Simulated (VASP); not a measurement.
# CaO (Fm-3m) in VASP: notebook

The runs below take CaO through single point, relaxation of cell and atoms, with PBE+D4, LDA.

All numbers are computed with VASP 6.6.1; they aren't measurements. Logs are shortened: lines on timing, memory, paths and dates and some standing lists are left out, and cuts for length are marked.

## (1) The cell of the first run

The structure is cubic, space group Fm-3m (No. 225). Conventional cell: a = 4.800 Å, b = 4.800 Å, c = 4.800 Å, α = 90.00°, β = 90.00°, γ = 90.00°. Within 3.2 Å of Ca (site symmetry m-3m) lie 6 O at 2.40 Å. O (site symmetry m-3m) has 6 Ca at 2.40 Å within 3.2 Å.

## (2) Single point, PBE+D4

INCAR

```
ALGO = Normal
EDIFF = 1E-7
ENCUT = 520
GGA = PE
ISIF = 2
ISMEAR = -1
IVDW = 13
LASPH = True
LCHARG = True
LELF = True
LREAL = False
LVHAR = True
LWAVE = False
NBANDS = 15
NELM = 100
PREC = Accurate
SIGMA = 0.05
```

KPOINTS

```
k-points
0
Gamma
  10 10 10
```

POSCAR

```
CaO
1.0
    0.0000000000      2.3999024769      2.3999024769
    2.3999024769      0.0000000000      2.3999024769
    2.3999024769      2.3999024769      0.0000000000
Ca O
1 1
Direct
    0.0000000000      0.0000000000      0.0000000000
    0.5000000000      0.5000000000      0.5000000000
```

Potentials or basis: VASP PAW PBE potentials, release 64 (Ca_sv, O).

The run is started by

```bash
> cat potpaw_PBE.64/Ca_sv/POTCAR potpaw_PBE.64/O/POTCAR > POTCAR
> mpirun -np 1 vasp_std > vasp.out
```

OUTCAR:

```text
EDIFF = 1E-7
   ENCUT = 520
   GGA = PE
   ISIF = 2
   ISMEAR = -1
   IVDW = 13
   LASPH = True
   LREAL = False
   NELM = 100
   PREC = Accurate

 ion  position               nearest neighbor table
   1  0.000  0.000  0.000-   2 2.40   2 2.40   2 2.40   2 2.40   2 2.40   2 2.40
   2  0.500  0.500  0.500-   1 2.40   1 2.40   1 2.40   1 2.40   1 2.40   1 2.40

  LATTYP: Found a face centered cubic cell.
 ALAT       =     4.7998049538

  Lattice vectors:

 A1 = (   0.0000000000,   2.3999024769,   2.3999024769)
 A2 = (   2.3999024769,   0.0000000000,   2.3999024769)
 A3 = (   2.3999024769,   2.3999024769,   0.0000000000)

Analysis of symmetry for initial positions (statically):
=====================================================================
 Subroutine PRICEL returns:
 Original cell was already a primitive cell.

 Routine SETGRP: Setting up the symmetry group for a
 face centered cubic supercell.

 Subroutine GETGRP returns: Found 48 space group operations
 (whereof 48 operations were pure point group operations)
 out of a pool of 48 trial point group operations.

The static configuration has the point symmetry O_h .

Analysis of symmetry for dynamics (positions and initial velocities):
=====================================================================
 Subroutine PRICEL returns:
 Original cell was already a primitive cell.

 Routine SETGRP: Setting up the symmetry group for a
 face centered cubic supercell.

 Subroutine GETGRP returns: Found 48 space group operations
 (whereof 48 operations were pure point group operations)
 out of a pool of 48 trial point group operations.

The dynamic configuration has the point symmetry O_h .

 Subroutine INISYM returns: Found 48 space group operations
 (whereof 48 operations are pure point group operations),
 and found     1 'primitive' translations

----------------------------------------------------------------------------------------

                                     Primitive cell

  volume of cell :      27.6446

  direct lattice vectors                    reciprocal lattice vectors
     0.000000000  2.399902477  2.399902477    -0.208341799  0.208341799  0.208341799
     2.399902477  0.000000000  2.399902477     0.208341799 -0.208341799  0.208341799
     2.399902477  2.399902477  0.000000000     0.208341799  0.208341799 -0.208341799

  length of vectors
     3.393974631  3.393974631  3.393974631     0.360858582  0.360858582  0.360858582

  position of ions in fractional coordinates (direct lattice)
     0.000000000  0.000000000  0.000000000
     0.500000000  0.500000000  0.500000000

  ion indices of the primitive-cell ions
   primitive index   ion index
                 1           1
                 2           2

----------------------------------------------------------------------------------------

 KPOINTS: k-points

Automatic generation of k-mesh.
 Grid dimensions read from file:
 generate k-points for:   10   10   10

 Generating k-lattice:

  Cartesian coordinates                     Fractional coordinates (reciprocal lattice)
    -0.020834180  0.020834180  0.020834180     0.100000000  0.000000000  0.000000000
     0.020834180 -0.020834180  0.020834180     0.000000000  0.100000000  0.000000000
     0.020834180  0.020834180 -0.020834180     0.000000000  0.000000000  0.100000000

  Length of vectors
     0.036085858  0.036085858  0.036085858

  Shift w.r.t. Gamma in fractional coordinates (k-lattice)
     0.000000000  0.000000000  0.000000000

 Subroutine IBZKPT returns following result:
 ===========================================

 Found     47 irreducible k-points:

 Following reciprocal coordinates:
            Coordinates               Weight
  0.000000  0.000000  0.000000      1.000000
  0.100000  0.000000  0.000000      8.000000
  0.200000  0.000000  0.000000      8.000000
  0.300000  0.000000  0.000000      8.000000
  0.400000  0.000000  0.000000      8.000000
  0.500000  0.000000  0.000000      4.000000
[... 16 lines left out ...]
  0.300000  0.300000  0.000000      6.000000
  0.400000  0.300000  0.000000     24.000000
 [... further k-points ...]
   k-points           NKPTS =     47   k-points in BZ     NKDIM =     47   number of bands    NBANDS=     15
   number of dos      NEDOS =    301   number of ions     NIONS =      2
   total plane-waves  NPLWV =  21952
   dimension x,y,z NGX =    28 NGY =   28 NGZ =   28
   dimension x,y,z NGXF=    56 NGYF=   56 NGZF=   56
   ions per type =               1   1
   NGX,Y,Z   is equivalent  to a cutoff of  13.72, 13.72, 13.72 a.u.
   NGXF,Y,Z  is equivalent  to a cutoff of  27.43, 27.43, 27.43 a.u.
 SYSTEM =  unknown system
   PREC   = accura    normal or accurate (medium, high low for compatibility)
   ISTART =      0    job   : 0-new  1-cont  2-samecut
   ICHARG =      2    charge: 1-file 2-atom 10-const
   ISPIN  =      1    spin polarized calculation?
   LNONCOLLINEAR =      F non collinear calculations
   LSORBIT =      F    spin-orbit coupling
   LASPH  =      T    aspherical Exc in radial PAW
   ENCUT  =  520.0 eV  38.22 Ry    6.18 a.u.   6.31  6.31  6.31*2*pi/ulx,y,z
   NELM   =    100;   NELMIN=  2; NELMDL= -5     # of ELM steps
   EDIFF  = 0.1E-06   stopping-criterion for ELM
   LREAL  =      F    real-space projection
   EDIFFG = 0.1E-05   stopping-criterion for IOM
   NSW    =      0    number of steps for IOM
   IBRION =     -1    ionic relax: 0-MD 1-quasi-New 2-CG
   NFREE  =      0    steps in history (QN), initial steepest desc. (CG)
   ISIF   =      2    stress and relaxation
   ISYM   =      2    0-nonsym 1-usesym 2-fastsym
   POTIM  = 0.5000    time-step for ionic-motion
   TEBEG  =    0.0;   TEEND  =   0.0 temperature during run
   PSTRESS=    0.0 pullay stress
   NELECT =      16.0000    total number of electrons
   NUPDOWN=      -1.0000    fix difference up-down
   EMIN   =  10.00;   EMAX   =-10.00  energy-range for DOS
   EFERMI =   0.00;   METHOD = LEGACY
   ISMEAR =    -1;   SIGMA  =   0.05  broadening in eV -4-tet -1-fermi 0-gaus
   EFERMI_NEDOS =   21; number of points for ismear=-14 and -15
   IALGO  =     38    algorithm
   IMIX   =      4    mixing-type and parameters
     AMIX     =   0.40;   BMIX     =  1.00
     AMIX_MAG =   1.60;   BMIX_MAG =  1.00
  volume/ion in A,a.u.               =      13.82        93.28
  Fermi-wavevector in a.u.,A,eV,Ry     =   1.364304  2.578161 25.324879  1.861326
  Thomas-Fermi vector in A             =   2.490632
   LORBIT       =      0    0 simple, 1 ext, 2 COOP (PROOUT), +10 PAW based schemes
   GGA     = PE    functional components
   LHFCALC =     F    Hartree Fock is set to
   AEXX    =    0.0000 exact exchange contribution
   IVDW    =    13    specifies the selected vdW correction
   LEPSILON=     F    determine dielectric tensor
   LRPA    =     F    only Hartree local field effects (RPA)
 non-spin polarized calculation
  energy-cutoff  :      520.00
  volume of cell :       27.64
 maximum number of plane-waves:       757
 NGX is ok and might be reduce to    28
   NGX = 13   NGY = 13   NGZ = 13

 number of electron      15.9999997 magnetization

 Free energy of the ion-electron system (eV)
  ---------------------------------------------------
  ext. energy  EPLUGINS =         0.00000000
  ---------------------------------------------------
  free energy    TOTEN  =       -12.79928092 eV

  energy without entropy =      -12.79928092  energy(sigma->0) =      -12.79928092

 E-fermi :   3.4775     XC(G=0): -10.4956

 val. band max:        2.3729141837   @ k =   0.0000   0.0000   0.0000
 cond. band min:       6.0075660763   @ k =   0.5000   0.5000   0.0000
 fundamental gap:      3.6346518926
 Fermi energy:         3.4775026848

 k-point     1 :       0.0000    0.0000    0.0000
  band No.  band energies     occupation
      1     -35.2465      2.00000
      2     -16.0074      2.00000
      3     -16.0074      2.00000
      4     -16.0074      2.00000
      5     -13.1673      2.00000
      6       2.3729      2.00000
      7       2.3729      2.00000
      8       2.3729      2.00000
      9       7.1198      0.00000
     10       8.6089      0.00000
     11       8.6089      0.00000
     12       8.6089      0.00000
     13      10.1198      0.00000
     14      10.1198      0.00000
     15      17.4712      0.00000

 k-point     2 :       0.1000    0.0000    0.0000
  band No.  band energies     occupation
      1     -35.2366      2.00000
      2     -16.1516      2.00000
      3     -16.0127      2.00000
      4     -16.0127      2.00000
      5     -13.0166      2.00000
      6       2.0115      2.00000
      7       2.2327      2.00000
      8       2.2327      2.00000
      9       7.5779      0.00000
     10       8.5760      0.00000
     11       8.7809      0.00000
     12       8.7809      0.00000
     13      10.3617      0.00000
     14      10.3617      0.00000
     15      17.8715      0.00000

 k-point     3 :       0.2000    0.0000    0.0000
  band No.  band energies     occupation
      1     -35.2106      2.00000
      2     -16.4774      2.00000
      3     -16.0264      2.00000
      4     -16.0264      2.00000
      5     -12.6725      2.00000
      6       1.2384      2.00000
      7       1.8964      2.00000
      8       1.8964      2.00000
      9       8.4957      0.00000
     10       8.7308      0.00000
     11       9.2557      0.00000
     12       9.2557      0.00000
     13      10.9886      0.00000
     14      10.9886      0.00000
     15      18.4533      0.00000
[... 343 lines left out ...]
 k-point    23 :       0.3000    0.3000    0.0000
  band No.  band energies     occupation
      1     -35.1570      2.00000
      2     -16.6006      2.00000
      3     -16.1588      2.00000
      4     -16.1588      2.00000
      5     -12.6381      2.00000
      6       0.6289      2.00000
      7       2.0313      2.00000
      8       2.0313      2.00000
      9       6.7142      0.00000
     10       9.4742      0.00000
     11      10.8500      0.00000
     12      10.9671      0.00000
     13      10.9671      0.00000
     14      12.8219      0.00000
     15      19.6530      0.00000

 k-point    24 :       0.4000    0.3000    0.0000
  band No.  band energies     occupation
      1     -35.1367      2.00000
      2     -16.6627      2.00000
      3     -16.2095      2.00000
      4     -16.1819      2.00000
      5     -12.6416      2.00000
      6       0.6930      2.00000
      7       1.8183      2.00000
      8       1.9187      2.00000
      9       6.6803      0.00000
     10      10.0507      0.00000
     11      11.1732      0.00000
     12      11.2603      0.00000
     13      11.3974      0.00000
     14      13.2184      0.00000
     15      18.0074      0.00000

 [... further k-points ...]

------------------------ aborting loop because EDIFF is reached ----------------------------------------

  DFT-D4 for vdW energy calculation

  Edisp (eV):   -0.32820

  FORCE on cell =-STRESS in cart. coord.  units (eV):
  Direction    XX          YY          ZZ          XY          YZ          ZX
  --------------------------------------------------------------------------------------
  -------------------------------------------------------------------------------------
  Total       0.10575     0.10575     0.10575     0.00000     0.00000    -0.00000
  in kB       6.12871     6.12871     6.12871     0.00000     0.00000    -0.00000
  external pressure =        6.13 kB  Pullay stress =        0.00 kB

 VOLUME and BASIS-vectors are now :
 -----------------------------------------------------------------------------
  energy-cutoff  :      520.00
  volume of cell :       27.64
      direct lattice vectors                 reciprocal lattice vectors
     0.000000000  2.399902477  2.399902477    -0.208341799  0.208341799  0.208341799
     2.399902477  0.000000000  2.399902477     0.208341799 -0.208341799  0.208341799
     2.399902477  2.399902477  0.000000000     0.208341799  0.208341799 -0.208341799

 POSITION                                       TOTAL-FORCE (eV/Angst)
 -----------------------------------------------------------------------------------
      0.00000      0.00000      0.00000        -0.000000     -0.000000     -0.000000
      2.39990      2.39990      2.39990         0.000000      0.000000      0.000000
 -----------------------------------------------------------------------------------
    total drift:                                0.000000      0.000000      0.000000

  FREE ENERGIE OF THE ION-ELECTRON SYSTEM (eV)
  ---------------------------------------------------
  free  energy   TOTEN  =       -13.1274776271 eV

  energy  without entropy=      -13.1274776271  energy(sigma->0) =      -13.12747763
```

Wall time 12 s (1 thread of Intel Xeon 6975P-C (Granite Rapids), shared host); peak memory 0.17 GiB.

Results:

```
Free energy                : -13.1275 eV
Pressure                   : 0.6 GPa
Band gap on the k mesh     : 3.63 eV, indirect (least direct gap 4.01 eV)
Dispersion energy per atom : -0.164 eV
```

Levels at points of the mesh, in eV from the valence-band top:
```
           k point  band 6  band 7  band 8  band 9  band 10  band 11
(0.00, 0.00, 0.00)    0.00    0.00    0.00    4.75     6.24     6.24
(0.50, 0.00, 0.00)   -2.65   -1.21   -1.21    7.07     8.38     8.38
(0.50, 0.50, 0.00)   -1.30   -0.37   -0.37    3.63     8.07     8.92
```

A k mesh can miss the band edges.

(Part 1 of 2 ends here.)
